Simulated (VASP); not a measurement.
Wanted: the native input for a VASP 6.6.1 run.

| Item | Value |
| --- | --- |
| Task | single point |
| Functional | PBEsol |
| Potentials or basis | VASP PAW PBE potentials, release 64 (Ir) |
| Cutoff | 520 eV |
| k mesh | 18 × 18 × 18 |
| Occupations | gaussian, width 0.1 eV |
| Spin | no spin polarisation |
| Dipole correction | no |
| Further INCAR settings | ALGO = Normal; EDIFF = 1e-07; NBANDS = 10 |

The structure of Ir lies in POSCAR:

```
Ir
1.0
    0.0000000000      1.9151145662      1.9151145662
    1.9151145662      0.0000000000      1.9151145662
    1.9151145662      1.9151145662      0.0000000000
Ir
1
Direct
    0.0000000000      0.0000000000      0.0000000000
```

These files were run (other wordings do the same):

INCAR

```
  PREC = Accurate
  ENCUT = 520
  EDIFF = 1E-7
  ISMEAR = 0
  SIGMA = 0.1
  LREAL = False
  LASPH = True
  NELM = 100
  ALGO = Normal
  ISIF = 2
  LWAVE = False
  LCHARG = False
  GGA = PS
  NBANDS = 10
```

KPOINTS

```
Automatic mesh
0
Gamma
  18 18 18
```

Potentials or basis: VASP PAW PBE potentials, release 64 (Ir).

Launch:

```bash
$ cat potpaw_PBE.64/Ir/POTCAR > POTCAR
$ mpirun -np 1 vasp_std > vasp.out
```

Results of the run:

```json
{
 "Pressure": "1.0 GPa",
 "Band gap on the k mesh": "zero (an odd number of electrons rules out a gap without spin polarisation)"
}
```

Caveat: the PAW data sets were made with another functional, which shifts forces and pressure a little; spin-orbit coupling is left out, which moves the levels of the heavy elements.

Wall time 20 s on 1 thread of Intel Xeon 8259CL, on a shared host, peak memory 0.15 GiB.
